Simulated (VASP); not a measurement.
Set up this calculation in VASP 6.6.1, as the native input.

```yaml
Task: single point
Functional: PBE
Potentials_or_basis: VASP PAW PBE potentials, release 64 (Re)
Cutoff: 520 eV
k_mesh: 18 × 18 × 10
Occupations: gaussian, width 0.15 eV
Spin: no spin polarisation
Dipole_correction: no
Further_INCAR_settings: ALGO = Fast; EDIFF = 1e-06; NBANDS = 14
```

The structure of Re lies in POSCAR:

```
Re
1.0
    2.8858171185      0.0000000000      0.0000000000
   -1.4429085592      2.4991909353      0.0000000000
    0.0000000000      0.0000000000      4.4842238099
Re
2
Direct
    0.3333333333      0.6666666667      0.2283240079
    0.6666666667      0.3333333333      0.7716759921
```

This cell differs from its parent crystal: atoms displaced along a vibrational mode, the cell strained.

One way to write it, as run:

INCAR

```
SYSTEM = Re
PREC = Accurate
ENCUT = 520
EDIFF = 1E-6
ISMEAR = 0
SIGMA = 0.15
LREAL = .False.
LASPH = .True.
NELM = 100
ALGO = Fast
ISIF = 2
LWAVE = .False.
LCHARG = .False.
GGA = PE
NBANDS = 14
```

KPOINTS

```
regular mesh
0
Gamma
  18 18 10
  0 0 0
```

Potentials or basis: VASP PAW PBE potentials, release 64 (Re).

Command:

```sh
$ cat potpaw_PBE.64/Re/POTCAR > POTCAR
$ mpirun -np 1 vasp_std > vasp.out
```

It gave:

```
Pressure               : -19.4 GPa
Largest force          : 0.955 eV/Å
Band gap on the k mesh : zero (bands 7 and 8 overlap by 2.59 eV)
```

Caveat: the cell differs from its parent crystal (atoms displaced along a vibrational mode, the cell strained); the stress differs along the axes, from -24 to -9 GPa; spin-orbit coupling is left out, which moves the levels of the heavy elements.

Wall time 57 s on 1 thread of Intel(R) Xeon(R) 6975P-C (Granite Rapids), with other jobs on the host, peak memory 0.25 GiB.
